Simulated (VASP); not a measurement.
# AgCl (F-43m) in VASP: further runs

Runs on AgCl. Level: PBE. Tasks: single point, vibrations by perturbation theory.

All numbers are computed with VASP 6.6.1; they aren't measurements. Logs are shortened: lines on timing, memory, paths and dates and some standing lists are left out, and cuts for length are marked.

### 1 The cell of the first run

It takes space group F-43m (No. 216, cubic). The conventional cell has a = 6.059 Å, b = 6.059 Å, c = 6.059 Å, α = 90.00°, β = 90.00°, γ = 90.00°. Ag (site symmetry -43m) has 4 Cl at 2.62 Å within 3.5 Å. Cl (site symmetry -43m) has 4 Ag at 2.62 Å within 3.5 Å.

### 2 Single point, PBE

POSCAR reads:

```
AgCl
1.0
    0.0000000000      3.0296700899      3.0296700899
    3.0296700899      0.0000000000      3.0296700899
    3.0296700899      3.0296700899      0.0000000000
Ag Cl
1 1
Direct
    0.0000000000      0.0000000000      0.0000000000
    0.2500000000      0.2500000000      0.2500000000
```

INCAR.step1 reads:

```
SYSTEM = AgCl
PREC = Accurate
ENCUT = 520
EDIFF = 1E-7
ISMEAR = 0
SIGMA = 0.02
LREAL = .FALSE.
LASPH = .TRUE.
NELM = 60
ALGO = Normal
ISIF = 2
LWAVE = .FALSE.
LCHARG = .TRUE.
LMAXMIX = 4
GGA = PE
NBANDS = 16
```

KPOINTS.step1 reads:

```
Automatic mesh
0
G
  8 8 8
  0 0 0
```

INCAR.step2 reads:

```
SYSTEM = AgCl
PREC = Accurate
ENCUT = 520
EDIFF = 1E-7
ISMEAR = -5
SIGMA = 0.02
LREAL = .FALSE.
LASPH = .TRUE.
NELM = 60
ALGO = Normal
ISIF = 2
LWAVE = .FALSE.
LCHARG = .FALSE.
LMAXMIX = 4
GGA = PE
LORBIT = 11
NEDOS = 1001
ICHARG = 11
```

KPOINTS.step2 reads:

```
Automatic mesh
0
G
  12 12 12
  0 0 0
```

Potentials or basis: VASP PAW PBE potentials, release 64 (Ag, Cl).

Run with:

```sh
$ cat potpaw_PBE.64/Ag/POTCAR potpaw_PBE.64/Cl/POTCAR > POTCAR
$ cp INCAR.step1 INCAR
$ cp KPOINTS.step1 KPOINTS
$ mpirun -np 1 vasp_std > vasp.out
$ cp INCAR.step2 INCAR
$ cp KPOINTS.step2 KPOINTS
$ mpirun -np 1 vasp_std > vasp.out
```

OUTCAR:

```text
SYSTEM = AgCl
   PREC = Accurate
   ENCUT = 520
   EDIFF = 1E-7
   ISMEAR = -5
   LREAL = .FALSE.
   LASPH = .TRUE.
   NELM = 60
   ISIF = 2
   GGA = PE
   LORBIT = 11
   ICHARG = 11

 ion  position               nearest neighbor table
   1  0.000  0.000  0.000-   2 2.62   2 2.62   2 2.62   2 2.62
   2  0.250  0.250  0.250-   1 2.62   1 2.62   1 2.62   1 2.62

  LATTYP: Found a face centered cubic cell.
 ALAT       =     6.0593401798

  Lattice vectors:

 A1 = (   0.0000000000,   3.0296700899,   3.0296700899)
 A2 = (   3.0296700899,   0.0000000000,   3.0296700899)
 A3 = (   3.0296700899,   3.0296700899,   0.0000000000)

Analysis of symmetry for initial positions (statically):
=====================================================================
 Subroutine PRICEL returns:
 Original cell was already a primitive cell.

 Routine SETGRP: Setting up the symmetry group for a
 face centered cubic supercell.

 Subroutine GETGRP returns: Found 24 space group operations
 (whereof 24 operations were pure point group operations)
 out of a pool of 48 trial point group operations.

The static configuration has the point symmetry T_d .

Analysis of symmetry for dynamics (positions and initial velocities):
=====================================================================
 Subroutine PRICEL returns:
 Original cell was already a primitive cell.

 Routine SETGRP: Setting up the symmetry group for a
 face centered cubic supercell.

 Subroutine GETGRP returns: Found 24 space group operations
 (whereof 24 operations were pure point group operations)
 out of a pool of 48 trial point group operations.

The dynamic configuration has the point symmetry T_d .

 Subroutine INISYM returns: Found 24 space group operations
 (whereof 24 operations are pure point group operations),
 and found     1 'primitive' translations

----------------------------------------------------------------------------------------

                                     Primitive cell

  volume of cell :      55.6181

  direct lattice vectors                    reciprocal lattice vectors
     0.000000000  3.029670090  3.029670090    -0.165034471  0.165034471  0.165034471
     3.029670090  0.000000000  3.029670090     0.165034471 -0.165034471  0.165034471
     3.029670090  3.029670090  0.000000000     0.165034471  0.165034471 -0.165034471

  length of vectors
     4.284600531  4.284600531  4.284600531     0.285848088  0.285848088  0.285848088

  position of ions in fractional coordinates (direct lattice)
     0.000000000  0.000000000  0.000000000
     0.250000000  0.250000000  0.250000000

  ion indices of the primitive-cell ions
   primitive index   ion index
                 1           1
                 2           2

----------------------------------------------------------------------------------------

 KPOINTS: Automatic mesh

Automatic generation of k-mesh.
 Grid dimensions read from file:
 generate k-points for:   12   12   12

 Generating k-lattice:

  Cartesian coordinates                     Fractional coordinates (reciprocal lattice)
    -0.013752873  0.013752873  0.013752873     0.083333333  0.000000000  0.000000000
     0.013752873 -0.013752873  0.013752873     0.000000000  0.083333333  0.000000000
     0.013752873  0.013752873 -0.013752873     0.000000000  0.000000000  0.083333333

  Length of vectors
     0.023820674  0.023820674  0.023820674

  Shift w.r.t. Gamma in fractional coordinates (k-lattice)
     0.000000000  0.000000000  0.000000000

 TETIRR: Found    247 inequivalent tetrahedra from    10368

 Subroutine IBZKPT returns following result:
 ===========================================

 Found     72 irreducible k-points:

 Following reciprocal coordinates:
            Coordinates               Weight
  0.000000  0.000000  0.000000      1.000000
  0.083333  0.000000  0.000000      8.000000
  0.166667  0.000000  0.000000      8.000000
  0.250000  0.000000  0.000000      8.000000
  0.333333  0.000000  0.000000      8.000000
  0.416667  0.000000  0.000000      8.000000
[... 16 lines left out ...]
  0.500000  0.166667  0.000000     24.000000
 -0.416667  0.166667  0.000000     24.000000
 [... further k-points ...]
   k-points           NKPTS =     72   k-points in BZ     NKDIM =     72   number of bands    NBANDS=     13
   number of dos      NEDOS =   1001   number of ions     NIONS =      2
   total plane-waves  NPLWV =  32768
   dimension x,y,z NGX =    32 NGY =   32 NGZ =   32
   dimension x,y,z NGXF=    64 NGYF=   64 NGZF=   64
   ions per type =               1   1
   NGX,Y,Z   is equivalent  to a cutoff of  12.42, 12.42, 12.42 a.u.
   NGXF,Y,Z  is equivalent  to a cutoff of  24.83, 24.83, 24.83 a.u.
 SYSTEM =  AgCl
   PREC   = accura    normal or accurate (medium, high low for compatibility)
   ISTART =      0    job   : 0-new  1-cont  2-samecut
   ICHARG =     11    charge: 1-file 2-atom 10-const
   ISPIN  =      1    spin polarized calculation?
   LNONCOLLINEAR =      F non collinear calculations
   LSORBIT =      F    spin-orbit coupling
   LASPH  =      T    aspherical Exc in radial PAW
   ENCUT  =  520.0 eV  38.22 Ry    6.18 a.u.   7.97  7.97  7.97*2*pi/ulx,y,z
   NELM   =     60;   NELMIN=  2; NELMDL=  0     # of ELM steps
   EDIFF  = 0.1E-06   stopping-criterion for ELM
   LREAL  =      F    real-space projection
   EDIFFG = 0.1E-05   stopping-criterion for IOM
   NSW    =      0    number of steps for IOM
   IBRION =     -1    ionic relax: 0-MD 1-quasi-New 2-CG
   NFREE  =      0    steps in history (QN), initial steepest desc. (CG)
   ISIF   =      2    stress and relaxation
   ISYM   =      2    0-nonsym 1-usesym 2-fastsym
   POTIM  = 0.5000    time-step for ionic-motion
   TEBEG  =    0.0;   TEEND  =   0.0 temperature during run
   PSTRESS=    0.0 pullay stress
   NELECT =      18.0000    total number of electrons
   NUPDOWN=      -1.0000    fix difference up-down
   EMIN   =  10.00;   EMAX   =-10.00  energy-range for DOS
   EFERMI =   0.00;   METHOD = LEGACY
   ISMEAR =    -5;   SIGMA  =   0.02  broadening in eV -4-tet -1-fermi 0-gaus
   EFERMI_NEDOS =   21; number of points for ismear=-14 and -15
   IALGO  =     38    algorithm
   IMIX   =      4    mixing-type and parameters
     AMIX     =   0.40;   BMIX     =  1.00
     AMIX_MAG =   1.60;   BMIX_MAG =  1.00
  volume/ion in A,a.u.               =      27.81       187.66
  Fermi-wavevector in a.u.,A,eV,Ry     =   1.123985  2.124023 17.188800  1.263341
  Thomas-Fermi vector in A             =   2.260654
   LORBIT       =     11    0 simple, 1 ext, 2 COOP (PROOUT), +10 PAW based schemes
   GGA     = PE    functional components
   LHFCALC =     F    Hartree Fock is set to
   AEXX    =    0.0000 exact exchange contribution
   IVDW    =     0    specifies the selected vdW correction
   LEPSILON=     F    determine dielectric tensor
   LRPA    =     F    only Hartree local field effects (RPA)
 non-spin polarized calculation
 Fermi weights with tetrahedron method with Bloechl corrections
  energy-cutoff  :      520.00
  volume of cell :       55.62
 maximum number of plane-waves:      1524

 number of electron      17.9999995 magnetization

 Free energy of the ion-electron system (eV)
  ---------------------------------------------------
  ext. energy  EPLUGINS =         0.00000000
  ---------------------------------------------------
  free energy    TOTEN  =        -5.45319634 eV

  energy without entropy =       -5.45319634  energy(sigma->0) =       -5.45319634

 E-fermi :   1.4101     XC(G=0):  -8.3693

 val. band max:        1.3976613862   @ k =   0.0000   0.0000   0.0000
 cond. band min:       2.6914470314   @ k =   0.0000   0.0000   0.0000
 fundamental gap:      1.2937856452
 Fermi energy:         1.4100901408

 k-point     1 :       0.0000    0.0000    0.0000
  band No.  band energies     occupation
      1     -13.2653      2.00000
      2      -2.4822      2.00000
      3      -2.4822      2.00000
      4      -2.4822      2.00000
      5      -0.6162      2.00000
      6      -0.6162      2.00000
      7       1.3977      2.00000
      8       1.3977      2.00000
      9       1.3977      2.00000
     10       2.6914      0.00000
     11       9.5155      0.00000
     12       9.5155      0.00000
     13       9.5155      0.00000

 k-point     2 :       0.0833    0.0000    0.0000
  band No.  band energies     occupation
      1     -13.2546      2.00000
      2      -2.5008      2.00000
      3      -2.4692      2.00000
      4      -2.4692      2.00000
      5      -0.6183      2.00000
      6      -0.6183      2.00000
      7       1.2035      2.00000
      8       1.3661      2.00000
      9       1.3661      2.00000
     10       2.9364      0.00000
     11       9.2790      0.00000
     12       9.5790      0.00000
     13       9.5790      0.00000

 k-point     3 :       0.1667    0.0000    0.0000
  band No.  band energies     occupation
      1     -13.2253      2.00000
      2      -2.5421      2.00000
      3      -2.4339      2.00000
      4      -2.4339      2.00000
      5      -0.6209      2.00000
      6      -0.6209      2.00000
      7       0.8042      2.00000
      8       1.2776      2.00000
      9       1.2776      2.00000
     10       3.4712      0.00000
     11       8.7906      0.00000
     12       9.7301      0.00000
     13       9.7301      0.00000
[... 305 lines left out ...]
 k-point    23 :       0.5000    0.1667    0.0000
  band No.  band energies     occupation
      1     -13.0904      2.00000
      2      -2.5238      2.00000
      3      -2.2889      2.00000
      4      -2.2321      2.00000
      5      -0.6069      2.00000
      6      -0.5475      2.00000
      7      -0.4052      2.00000
      8       0.6126      2.00000
      9       0.6963      2.00000
     10       5.6410      0.00000
     11       7.9086      0.00000
     12       9.3192      0.00000
     13      10.2110      0.00000

 k-point    24 :      -0.4167    0.1667    0.0000
  band No.  band energies     occupation
      1     -13.0877      2.00000
      2      -2.4690      2.00000
      3      -2.3207      2.00000
      4      -2.2428      2.00000
      5      -0.6137      2.00000
      6      -0.5803      2.00000
      7      -0.3940      2.00000
      8       0.5183      2.00000
      9       0.7680      2.00000
     10       5.6975      0.00000
     11       7.9900      0.00000
     12       9.2023      0.00000
     13      10.1707      0.00000

 [... further k-points ...]

------------------------ aborting loop because EDIFF is reached ----------------------------------------

  FORCE on cell =-STRESS in cart. coord.  units (eV):
  Direction    XX          YY          ZZ          XY          YZ          ZX
  --------------------------------------------------------------------------------------
  -------------------------------------------------------------------------------------
  Total       -0.0378499     -0.0378499     -0.0378499     -0.0000000      0.0000000     -0.0000000
  in kB       -1.0903333     -1.0903333     -1.0903333     -0.0000000      0.0000000     -0.0000000
  external PRESSURE =      -1.0903333 kB  Pullay stress =       0.0000000 kB

 VOLUME and BASIS-vectors are now :
 -----------------------------------------------------------------------------
  energy-cutoff  :      520.00
  volume of cell :       55.62
      direct lattice vectors                 reciprocal lattice vectors
     0.000000000  3.029670090  3.029670090    -0.165034471  0.165034471  0.165034471
     3.029670090  0.000000000  3.029670090     0.165034471 -0.165034471  0.165034471
     3.029670090  3.029670090  0.000000000     0.165034471  0.165034471 -0.165034471

 POSITION                                       TOTAL-FORCE (eV/Angst)
 -----------------------------------------------------------------------------------
      0.00000      0.00000      0.00000         0.000000      0.000000      0.000000
      1.51484      1.51484      1.51484        -0.000000     -0.000000     -0.000000
 -----------------------------------------------------------------------------------
    total drift:                               -0.000000     -0.000000     -0.000000

  FREE ENERGIE OF THE ION-ELECTRON SYSTEM (eV)
  ---------------------------------------------------
  free  energy   TOTEN  =        -5.4531963377 eV

  energy  without entropy=       -5.4531963377  energy(sigma->0) =       -5.45319634

 total charge

# of ion       s       p       d       tot
------------------------------------------
    1        0.217   0.165   9.359   9.740
    2        1.593   3.483   0.000   5.076
--------------------------------------------------
tot          1.810   3.648   9.359  14.816
```

It took 22 s on 1 thread of Intel Xeon Platinum 8488C (Sapphire Rapids), shared host; peak memory 0.2 GiB.

Results:

```yaml
Valence_electrons_inside_the_program's_atomic_spheres: Ag 9.74; Cl 5.08
```

Levels at points of the mesh, in eV from the valence-band top:
```
           k point  band 5  band 6  band 7  band 8  band 9  band 10  band 11  band 12  band 13
(0.00, 0.00, 0.00)   -2.01   -2.01    0.00    0.00    0.00     1.29     8.12     8.12     8.12
(0.50, 0.00, 0.00)   -1.95   -1.95   -1.87   -0.54   -0.54     3.74     6.65     8.45     8.45
(0.50, 0.50, 0.00)   -1.96   -1.88   -1.63   -1.27   -1.27     4.88     5.35     8.68    10.52
```

### 3 Vibrations by perturbation theory, PBE

INCAR reads:

```
SYSTEM = AgCl
ALGO = Normal
EDIFF = 1E-8
ENCUT = 520
GGA = PE
IBRION = 8
ISIF = 2
ISMEAR = 0
LASPH = .True.
LCHARG = .False.
LEPSILON = .True.
LREAL = .False.
LWAVE = .False.
NBANDS = 16
NELM = 100
NSW = 1
PREC = Accurate
SIGMA = 0.01
```

KPOINTS reads:

```
k-points
0
Gamma
  8 8 8
  0 0 0
```

POSCAR is that of step 2.

Potentials or basis: VASP PAW PBE potentials, release 64 (Ag, Cl).

Run with:

```sh
$ cat potpaw_PBE.64/Ag/POTCAR potpaw_PBE.64/Cl/POTCAR > POTCAR
$ mpirun -np 1 vasp_std > vasp.out
```

OUTCAR:

```text
SYSTEM = AgCl
   EDIFF = 1E-8
   ENCUT = 520
   GGA = PE
   IBRION = 8
   ISIF = 2
   ISMEAR = 0
   LASPH = .True.
   LEPSILON = .True.
   LREAL = .False.
   NELM = 100
   NSW = 1
   PREC = Accurate

 ion  position               nearest neighbor table
   1  0.000  0.000  0.000-   2 2.62   2 2.62   2 2.62   2 2.62
   2  0.250  0.250  0.250-   1 2.62   1 2.62   1 2.62   1 2.62

  LATTYP: Found a face centered cubic cell.
 ALAT       =     6.0593401798

  Lattice vectors:

 A1 = (   0.0000000000,   3.0296700899,   3.0296700899)
 A2 = (   3.0296700899,   0.0000000000,   3.0296700899)
 A3 = (   3.0296700899,   3.0296700899,   0.0000000000)

Analysis of symmetry for initial positions (statically):
[... 758 lines left out ...]
  z     0.00000     0.00000     0.00000    -2.66477     0.00000     0.00000

 SECOND DERIVATIVES (NOT SYMMETRIZED)
 ------------------------------------
               1X          1Y          1Z          2X          2Y          2Z
  1X    -1.371811    0.000000    0.000000    1.371811    0.000000    0.000000
  1Y     0.000000   -1.371811    0.000000    0.000000    1.371811    0.000000
  1Z     0.000000    0.000000   -1.371811    0.000000    0.000000    1.371811
  2X     1.377803    0.000000    0.000000   -1.377803    0.000000    0.000000
  2Y     0.000000    1.377803    0.000000    0.000000   -1.377803    0.000000
  2Z     0.000000    0.000000    1.377803    0.000000    0.000000   -1.377803

 Eigenvectors and eigenvalues of the dynamical matrix
 ----------------------------------------------------

   1 f  =    3.550528 THz    22.308623 2PiTHz  118.432853 cm-1    14.683796 meV
             X         Y         Z           dx          dy          dz
      0.000000  0.000000  0.000000    -0.496546    0.000000    0.000000
      1.514835  1.514835  1.514835     0.868011    0.000000    0.000000
[... 21 lines left out ...]
   6 f/i=    0.003335 THz     0.020955 2PiTHz    0.111246 cm-1     0.013793 meV
             X         Y         Z           dx          dy          dz
      0.000000  0.000000  0.000000     0.000000    0.000000    0.868011
      1.514835  1.514835  1.514835     0.000000    0.000000    0.496546

--------------------------------------------------------------------------------------------------------

 MACROSCOPIC STATIC DIELECTRIC TENSOR IONIC CONTRIBUTION
 ------------------------------------------------------
           3.840529    -0.000000     0.000000
          -0.000000     3.840529    -0.000000
           0.000000    -0.000000     3.840529
 ------------------------------------------------------

 ELASTIC MODULI CONTR FROM IONIC RELAXATION (kBar)
 Direction    XX          YY          ZZ          XY          YZ          ZX
 --------------------------------------------------------------------------------
 XX          -0.0000     -0.0000     -0.0000      0.0000      0.0000      0.0000
 YY          -0.0000     -0.0000     -0.0000      0.0000      0.0000      0.0000
 ZZ          -0.0000     -0.0000     -0.0000      0.0000      0.0000      0.0000
 XY           0.0000      0.0000      0.0000   -160.3008      0.0000      0.0000
 YZ           0.0000      0.0000      0.0000      0.0000   -160.3008      0.0000
 ZX           0.0000      0.0000      0.0000      0.0000      0.0000   -160.3008
 --------------------------------------------------------------------------------

 PIEZOELECTRIC TENSOR IONIC CONTR  for field in x, y, z        (C/m^2)
          XX          YY          ZZ          XY          YZ          ZX
  --------------------------------------------------------------------------------
  x    -0.00000    -0.00000    -0.00000     0.00000     0.73830     0.00000
  y    -0.00000     0.00000    -0.00000    -0.00000     0.00000     0.73830
  z    -0.00000    -0.00000     0.00000     0.73830     0.00000    -0.00000
```

stdout:

```text
POSCAR found type information on POSCAR AgCl
 POSCAR found :  2 types and       2 ions
 scaLAPACK will be used
 LDA part: xc-table for (Slater+PW92), standard interpolation
 POSCAR, INCAR and KPOINTS ok, starting setup
 FFT: planning ... GRIDC
 FFT: planning ... GRID_SOFT
 FFT: planning ... GRID
 WAVECAR not read
 entering main loop
[... 24 lines left out ...]
 dielectric tensor                  component  3 :     0.257     0.261     3.772
 Linear response DOF=           2
 Linear response progress:
 first order change of Fermi-energy  -0.35216E-04
 force on displaced ion       1 direction 1 :  -1.372  -0.000  -0.000
 Born effective charge ion    1 direction 1 :   1.273   0.000   0.000
 Linear response progress:
 first order change of Fermi-energy   0.33094E-03
 force on displaced ion       2 direction 1 :  -1.378  -0.000  -0.000
 Born effective charge ion    2 direction 1 :  -1.274   0.000   0.000
 Born effective charges drift removed
 Linear response finished
```

Wall time 4.3 min (1 thread of Intel Xeon Platinum 8488C (Sapphire Rapids), shared host); peak memory 0.35 GiB.

What came out:

| Item | Value |
| --- | --- |
| Electronic dielectric tensor (diagonal) | 3.77 |
| Born charges (mean of the diagonal) | Ag +1.27; Cl -1.27 e |
| Highest phonon frequency at Γ, LO-TO splitting left out | 118 cm⁻¹ |

Phonon frequencies in cm⁻¹ (negative: imaginary):
```
              q point        frequencies
(0.000, 0.000, 0.000)  0 0 0 118 118 118
```

Electronic dielectric tensor:
```
3.77 0.00 0.00
0.00 3.77 0.00
0.00 0.00 3.77
```

Born effective charge tensors (e):
atom 1, Ag
```
1.27 0.00 0.00
0.00 1.27 0.00
0.00 0.00 1.27
```
atom 2, Cl
```
-1.27  0.00  0.00
 0.00 -1.27  0.00
 0.00  0.00 -1.27
```
